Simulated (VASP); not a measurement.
A run of VASP 6.6.1:

File INCAR:

```
SYSTEM = ZnS
PREC = Accurate
ENCUT = 500
EDIFF = 1E-7
ISMEAR = 0
SIGMA = 0.01
LREAL = .False.
LASPH = .True.
NELM = 120
ALGO = Normal
ISIF = 3
LWAVE = .False.
LCHARG = .False.
GGA = PS
IBRION = 2
NSW = 100
EDIFFG = -0.002
PSTRESS = 20.0
GGA_COMPAT = .False.
NELMIN = 4
```

Contents of KPOINTS:

```
regular mesh
0
Gamma
  8 8 8
  0 0 0
```

Contents of POSCAR:

```
ZnS
1.0
    2.6777696014      2.6777696014      0.0000000000
   -2.6777696014      2.6777696014      0.0000000000
    0.0000000000      2.6777696014      2.6777696014
Zn S
1 1
Direct
    0.7500000000      0.2500000000      0.5000000000
    0.0000000000      0.0000000000      0.0000000000
```

Potentials or basis: VASP PAW PBE potentials, release 64 (Zn, S).

Run with:

```sh
$ cat potpaw_PBE.64/Zn/POTCAR potpaw_PBE.64/S/POTCAR > POTCAR
$ mpirun -np 1 vasp_std > vasp.out
```

Hardware: 1 thread of Intel Xeon 8259CL (shared host).

Question: Estimate the wall time of this run.

Answer: It took 59 s on 1 thread of Intel Xeon 8259CL (shared host), peak memory 0.16 GiB. Counts: scf iterations 31, k points 29, ion steps 3.
